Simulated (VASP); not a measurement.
Input of a VASP 6.6.1 run:

Contents of INCAR:

```
SYSTEM = ZnGe3
  PREC = Accurate
  ENCUT = 520
  EDIFF = 1E-6
  ISMEAR = 0
  SIGMA = 0.1
  LREAL = .FALSE.
  LASPH = .TRUE.
  NELM = 80
  ALGO = Normal
  ISIF = 2
  LWAVE = .FALSE.
  LCHARG = .TRUE.
  GGA = PE
  LELF = .TRUE.
  LVHAR = .TRUE.
  NBANDS = 35
```

The input KPOINTS:

```
Automatic mesh
0
G
  18 18 6
  0 0 0
```

File POSCAR:

```
ZnGe3
1.0
    2.9631412730      0.0000000000      0.0000000000
   -1.4815706365      2.5661556174      0.0000000000
    0.0000000000      0.0000000000      9.7650049738
Zn Ge
1 3
Direct
    0.0000000000      0.0000000000      0.0000000000
    0.3333333333      0.6666666667      0.2384799063
    0.0000000000      0.0000000000      0.5000000000
    0.3333333333      0.6666666667      0.7615200937
```

Potentials or basis: VASP PAW PBE potentials, release 64 (Zn, Ge_d).

The run is started by

```sh
$ cat potpaw_PBE.64/Zn/POTCAR potpaw_PBE.64/Ge_d/POTCAR > POTCAR
$ mpirun -np 1 vasp_std > vasp.out
```

Predict the pressure.

0.1 GPa.

Predict the band gap on the k mesh.

zero (bands 27 and 28 overlap by 8.58 eV).
